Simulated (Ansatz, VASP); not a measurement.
# Two plane-wave programs on SrAlH3

```xyz
5
Lattice="4.5855 0.0000 0.0000 0.0000 4.5855 0.0000 0.0000 0.0000 4.5855" Properties=species:S:1:pos:R:3 pbc="T T T"
Sr    2.2927    2.2927    2.2927
Al    0.0000    0.0000    0.0000
H     0.0000    2.2927    2.2927
H     2.2927    2.2927   -0.2000
H     2.2927    0.0000    2.2927
```

Alike in both runs: task single point; functional PBE; k mesh 5 × 5 × 5; no spin polarisation.

|  | VASP | Ansatz |
| --- | --- | --- |
| version | VASP 6.6.1 | Ansatz 0.2.0 |
| potentials or method | VASP PAW PBE potentials, release 64 (Sr_sv, Al, H), cutoff 500 eV | plane waves, PAW |
| occupations | fermi-dirac, width 0.1 eV | fermi-dirac |
| valence electrons in the cell | 16 | 16 |

Ansatz gave:

| Quantity | Value |
| --- | --- |
| rms of the force components (eV/Å) | 0.457 |

**Question.** Estimate VASP's values.

**Answer.** rms of the force components (eV/Å): 0.463.

Atom by atom the forces differ by 0.006 eV/Å (rms over components).
